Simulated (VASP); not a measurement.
**SnTe3: relaxation of cell and atoms with PBE**

Crystal: SnTe3.

```
Sn Te
1.0
     0.00000    3.87293    3.87293
     3.87293    0.00000    3.87293
     3.87293    3.87293    0.00000
Sn Te
1 3
Direct
  0.00000 0.00000 0.00000
  0.50000 0.50000 0.50000
  0.75000 0.75000 0.75000
  0.25000 0.25000 0.25000
```

The cell was generated, and may not be a known phase.

```yaml
Program: VASP 6.6.1
Task: relaxation of cell and atoms
Functional: PBE
Potentials_or_basis: VASP PAW PBE potentials, release 64 (Sn_d, Te)
Cutoff: 600 eV
k_mesh: 10 × 10 × 10
Occupations: gaussian, width 0.1 eV
Spin: no spin polarisation
Dipole_correction: no
Further_INCAR_settings: ALGO = Normal; EDIFF = 1e-07; IBRION = 2; EDIFFG = -0.01; NSW = 100; ISIF = 3
```

```json
{
  "Relaxed volume": "28.75 Å³/atom",
  "Relaxed cell": "a = 5.459 Å, b = 5.459 Å, c = 5.459 Å, α = 60.00°, β = 60.00°, γ = 60.00°",
  "Space group after relaxing (to 0.1 Å)": "Fm-3m (No. 225)",
  "Energy gained by relaxing": "0.4 meV/atom",
  "Ionic steps": "3",
  "Pressure after relaxing": "0.0 GPa",
  "Band gap on the k mesh": "zero (bands 16 and 17 overlap by 2.23 eV)"
}
```

The path:
```
step  energy change (eV)  largest force (eV/Å)  pressure (GPa)  volume (Å³)
   1              0.0000                0.0000           -0.48       116.18
   2             -0.0017                0.0000            0.13       114.72
   3             -0.0018                0.0000            0.00       115.02
```

Final structure:
```
CELL_PARAMETERS angstrom
0.00000 3.85991 3.85991
3.85991 0.00000 3.85991
3.85991 3.85991 0.00000
ATOMIC_POSITIONS crystal
Sn 0.00000 0.00000 0.00000
Te 0.50000 0.50000 0.50000
Te 0.75000 0.75000 0.75000
Te 0.25000 0.25000 0.25000
```

Levels at points of the mesh, in eV from the Fermi level:
| k point | band 12 | band 13 | band 14 | band 15 | band 16 | band 17 | band 18 | band 19 | band 20 |
| --- | --- | --- | --- | --- | --- | --- | --- | --- | --- |
| (0.00, 0.00, 0.00) | -3.17 | -3.15 | -3.15 | -3.15 | -1.71 | -1.71 | -1.71 | 3.22 | 3.22 |
| (0.50, 0.00, 0.00) | -3.29 | -3.29 | -1.88 | -1.80 | 0.52 | 0.52 | 1.41 | 1.94 | 1.94 |
| (0.50, 0.50, 0.00) | -1.40 | -0.81 | -0.46 | -0.46 | 0.16 | 0.32 | 0.32 | 2.25 | 3.42 |

Wall time 8.8 min on 1 thread of Intel Xeon 8259CL, on a shared host, peak memory 0.41 GiB.

Caveat: spin-orbit coupling is left out, which moves the levels of the heavy elements.
